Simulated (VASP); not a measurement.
# TiC (Fm-3m) in VASP: single point with PBE

Aim: the single point of TiC with PBE.

Program: VASP 6.6.1. These are calculated values, not measurements. Logs are shortened: lines on timing, memory, paths and dates and some standing lists are left out, and cuts for length are marked.

### 1 The cell of the first run

The structure is cubic, space group Fm-3m (No. 225). Conventional cell: a = 4.333 Å, b = 4.333 Å, c = 4.333 Å, α = 90.00°, β = 90.00°, γ = 90.00°. Within 2.9 Å of Ti (site symmetry m-3m) lie 6 C at 2.17 Å. Within 2.9 Å of C (site symmetry m-3m) lie 6 Ti at 2.17 Å.

### 2 Single point, PBE

Contents of INCAR:

```
SYSTEM = TiC
PREC = Accurate
ENCUT = 520
EDIFF = 1E-6
ISMEAR = 0
SIGMA = 0.1
LREAL = Auto
LASPH = .True.
NELM = 100
ALGO = Normal
ISIF = 2
LWAVE = .False.
LCHARG = .False.
GGA = PE
NBANDS = 78
```

Contents of KPOINTS:

```
regular mesh
0
Gamma
  1 1 1
  0 0 0
```

Contents of POSCAR:

```
TiC
1.0
    0.0000000000      4.3327798708     -4.3327798708
    4.3327798708      4.3327798708      0.0000000000
    4.3327798708      0.0000000000     -4.3327798708
Ti C
8 8
Direct
    0.0000000000      0.0000000000      0.5000000000
    0.0000000000      0.5000000000      0.5000000000
    0.5000000000      0.0000000000      0.5000000000
    0.5000000000      0.5000000000      0.5000000000
    0.0000000000      0.0000000000      1.0000000000
    0.0000000000      0.5000000000      1.0000000000
    0.5000000000      0.0000000000      1.0000000000
    0.5000000000      0.5000000000      1.0000000000
    0.2500000000      0.7500000000      0.2500000000
    0.2500000000      0.2500000000      0.2500000000
    0.7500000000      0.7500000000      0.2500000000
    0.7500000000      0.2500000000      0.2500000000
    0.2500000000      0.7500000000      0.7500000000
    0.2500000000      0.2500000000      0.7500000000
    0.7500000000      0.7500000000      0.7500000000
    0.7500000000      0.2500000000      0.7500000000
```

Potentials or basis: VASP PAW PBE potentials, release 64 (Ti_sv, C).

Command:

```bash
cat potpaw_PBE.64/Ti_sv/POTCAR potpaw_PBE.64/C/POTCAR > POTCAR
mpirun -np 1 vasp_gam > vasp.out
```

OUTCAR:

```text
SYSTEM = TiC
   PREC = Accurate
   ENCUT = 520
   EDIFF = 1E-6
   ISMEAR = 0
   LREAL = Auto
   LASPH = .True.
   NELM = 100
   ISIF = 2
   GGA = PE

 ion  position               nearest neighbor table
   1  0.000  0.000  0.500-   9 2.17  10 2.17  12 2.17  13 2.17  15 2.17  16 2.17
   2  0.000  0.500  0.500-   9 2.17  10 2.17  11 2.17  14 2.17  15 2.17  16 2.17
   3  0.500  0.000  0.500-  10 2.17  11 2.17  12 2.17  13 2.17  14 2.17  15 2.17
   4  0.500  0.500  0.500-   9 2.17  11 2.17  12 2.17  13 2.17  14 2.17  16 2.17
   5  0.000  0.000  0.000-   9 2.17  11 2.17  12 2.17  13 2.17  14 2.17  16 2.17
   6  0.000  0.500  0.000-  10 2.17  11 2.17  12 2.17  13 2.17  14 2.17  15 2.17
[... 8 lines left out ...]
  15  0.750  0.750  0.750-   1 2.17   2 2.17   3 2.17   6 2.17   7 2.17   8 2.17
  16  0.750  0.250  0.750-   1 2.17   2 2.17   4 2.17   5 2.17   7 2.17   8 2.17
[... 6 lines left out ...]
 A1 = (   0.0000000000,   4.3327798708,  -4.3327798708)
 A2 = (   4.3327798708,   4.3327798708,   0.0000000000)
 A3 = (   4.3327798708,   0.0000000000,  -4.3327798708)

Analysis of symmetry for initial positions (statically):
=====================================================================
 Subroutine PRICEL returns following result:

  LATTYP: Found a face centered cubic cell.
 ALAT       =     4.3327798708

  Lattice vectors:

 A1 = (   0.0000000000,   2.1663899354,  -2.1663899354)
 A2 = (   2.1663899354,   2.1663899354,   0.0000000000)
 A3 = (   2.1663899354,   0.0000000000,  -2.1663899354)

   8 primitive cells build up your supercell.

 Routine SETGRP: Setting up the symmetry group for a
 face centered cubic supercell.

 Subroutine GETGRP returns: Found 48 space group operations
 (whereof 48 operations were pure point group operations)
 out of a pool of 48 trial point group operations.

The static configuration has the point symmetry O_h .

Analysis of symmetry for dynamics (positions and initial velocities):
=====================================================================
 Subroutine PRICEL returns following result:

  LATTYP: Found a face centered cubic cell.
 ALAT       =     4.3327798708

  Lattice vectors:

 A1 = (   0.0000000000,   2.1663899354,  -2.1663899354)
 A2 = (   2.1663899354,   2.1663899354,   0.0000000000)
 A3 = (   2.1663899354,   0.0000000000,  -2.1663899354)

   8 primitive cells build up your supercell.

 Routine SETGRP: Setting up the symmetry group for a
 face centered cubic supercell.

 Subroutine GETGRP returns: Found 48 space group operations
 (whereof 48 operations were pure point group operations)
[... 84 lines left out ...]
   ISIF   =      2    stress and relaxation
   ISYM   =      2    0-nonsym 1-usesym 2-fastsym
   POTIM  = 0.5000    time-step for ionic-motion
   TEBEG  =    0.0;   TEEND  =   0.0 temperature during run
   PSTRESS=    0.0 pullay stress
   NELECT =     128.0000    total number of electrons
   NUPDOWN=      -1.0000    fix difference up-down
   EMIN   =  10.00;   EMAX   =-10.00  energy-range for DOS
   EFERMI =   0.00;   METHOD = LEGACY
   ISMEAR =     0;   SIGMA  =   0.10  broadening in eV -4-tet -1-fermi 0-gaus
   EFERMI_NEDOS =   21; number of points for ismear=-14 and -15
   IALGO  =     38    algorithm
   IMIX   =      4    mixing-type and parameters
     AMIX     =   0.40;   BMIX     =  1.00
     AMIX_MAG =   1.60;   BMIX_MAG =  1.00
  volume/ion in A,a.u.               =      10.17        68.61
  Fermi-wavevector in a.u.,A,eV,Ry     =   1.511361  2.856058 31.078590  2.284212
  Thomas-Fermi vector in A             =   2.621428
   LORBIT       =      0    0 simple, 1 ext, 2 COOP (PROOUT), +10 PAW based schemes
   GGA     = PE    functional components
   LHFCALC =     F    Hartree Fock is set to
   AEXX    =    0.0000 exact exchange contribution
   IVDW    =     0    specifies the selected vdW correction
   LEPSILON=     F    determine dielectric tensor
   LRPA    =     F    only Hartree local field effects (RPA)
 non-spin polarized calculation
 Gauss-broadening in eV      SIGMA  =   0.10
  energy-cutoff  :      520.00
  volume of cell :      162.68
 maximum number of plane-waves:      2191
 NGX is ok and might be reduce to    48
   NGX = 23   NGY = 23   NGZ = 23

 number of electron     127.9999999 magnetization

 Free energy of the ion-electron system (eV)
  ---------------------------------------------------
  ext. energy  EPLUGINS =         0.00000000
  ---------------------------------------------------
  free energy    TOTEN  =      -138.43652934 eV

  energy without entropy =     -138.32196389  energy(sigma->0) =     -138.37924661

 E-fermi :   9.7085     XC(G=0): -12.7101

 val. band max:        9.5776633784   @ k =   0.0000   0.0000   0.0000
 cond. band min:       9.8158782661   @ k =   0.0000   0.0000   0.0000
 fundamental gap:      0.2382148878
 Fermi energy:         9.7084559843

 k-point     1 :       0.0000    0.0000    0.0000
  band No.  band energies     occupation
      1     -47.6414      2.00000
      2     -47.5710      2.00000
      3     -47.5710      2.00000
      4     -47.5710      2.00000
      5     -47.5710      2.00000
      6     -47.5478      2.00000
[... 68 lines left out ...]
     75      11.7699      0.00000
     76      11.9625      0.00000
 [bands above 76 left out]

------------------------ aborting loop because EDIFF is reached ----------------------------------------

  FORCE on cell =-STRESS in cart. coord.  units (eV):
  Direction    XX          YY          ZZ          XY          YZ          ZX
  --------------------------------------------------------------------------------------
  -------------------------------------------------------------------------------------
  Total       13.5947825     13.5947825     13.5947825     -0.0000000     -0.0000000     -0.0000000
  in kB      133.8914906    133.8914906    133.8914906     -0.0000000     -0.0000000     -0.0000000
  external PRESSURE =     133.8914906 kB  Pullay stress =       0.0000000 kB

 VOLUME and BASIS-vectors are now :
 -----------------------------------------------------------------------------
  energy-cutoff  :      520.00
  volume of cell :      162.68
      direct lattice vectors                 reciprocal lattice vectors
     0.000000000  4.332779871 -4.332779871    -0.115399354  0.115399354 -0.115399354
     4.332779871  4.332779871  0.000000000     0.115399354  0.115399354  0.115399354
     4.332779871  0.000000000 -4.332779871     0.115399354 -0.115399354 -0.115399354

 POSITION                                       TOTAL-FORCE (eV/Angst)
 -----------------------------------------------------------------------------------
      2.16639      0.00000     -2.16639        -0.000000      0.000000      0.000000
      4.33278      2.16639     -2.16639         0.000000     -0.000000      0.000000
      2.16639      2.16639     -4.33278        -0.000000      0.000000     -0.000000
      4.33278      4.33278     -4.33278         0.000000     -0.000000     -0.000000
      0.00000      0.00000      0.00000         0.000000      0.000000      0.000000
      2.16639      2.16639      0.00000        -0.000000      0.000000     -0.000000
[... 8 lines left out ...]
      6.49917      6.49917     -6.49917        -0.000000      0.000000      0.000000
      4.33278      4.33278     -6.49917        -0.000000     -0.000000      0.000000
 -----------------------------------------------------------------------------------
    total drift:                                0.000000      0.000000     -0.000000

  FREE ENERGIE OF THE ION-ELECTRON SYSTEM (eV)
  ---------------------------------------------------
  free  energy   TOTEN  =      -138.4365293388 eV

  energy  without entropy=     -138.3219638886  energy(sigma->0) =     -138.37924661
```

OSZICAR:

```text
N       E                     dE             d eps       ncg     rms          rms(c)
DAV:   1     0.205181329397E+04    0.20518E+04   -0.74594E+04   164   0.194E+03
DAV:   2     0.216050100354E+03   -0.18358E+04   -0.17779E+04   162   0.588E+02
DAV:   3    -0.139206667634E+03   -0.35526E+03   -0.32432E+03   220   0.217E+02
[... 14 lines left out ...]
DAV:  18    -0.138436540476E+03    0.17986E-04   -0.21683E-04   168   0.697E-02    0.322E-02
DAV:  19    -0.138436538312E+03    0.21639E-05   -0.13321E-04   184   0.439E-02    0.312E-02
DAV:  20    -0.138436530979E+03    0.73333E-05   -0.55861E-05   160   0.348E-02    0.101E-02
DAV:  21    -0.138436528687E+03    0.22922E-05   -0.49043E-06   152   0.126E-02    0.392E-03
DAV:  22    -0.138436529339E+03   -0.65233E-06   -0.90678E-07    96   0.587E-03
   1 F= -.13843653E+03 E0= -.13837925E+03  d E =-.114565E+00
```

stdout:

```text
POSCAR found type information on POSCAR TiC
 POSCAR found :  2 types and      16 ions
 scaLAPACK will be used
 LDA part: xc-table for (Slater+PW92), standard interpolation
 POSCAR, INCAR and KPOINTS ok, starting setup
 FFT: planning ... GRIDC
 FFT: planning ... GRID_SOFT
 FFT: planning ... GRID
 WAVECAR not read
 entering main loop
```

Run time: 77 s. Hardware: 1 thread of Intel Xeon Platinum 8259CL at 2.50GHz (Skylake/Cascade Lake), shared host; peak memory 0.3 GiB.

What came out:

```yaml
Free_energy: -138.4365 eV
Pressure: 13.4 GPa
```

Levels at points of the mesh, in eV from the Fermi level:
| k point | band 62 | band 63 | band 64 | band 65 | band 66 | band 67 |
| --- | --- | --- | --- | --- | --- | --- |
| (0.00, 0.00, 0.00) | -0.13 | -0.13 | -0.13 | 0.11 | 0.11 | 0.11 |

Caveat: the k points lie up to 1.26 Å⁻¹ apart.
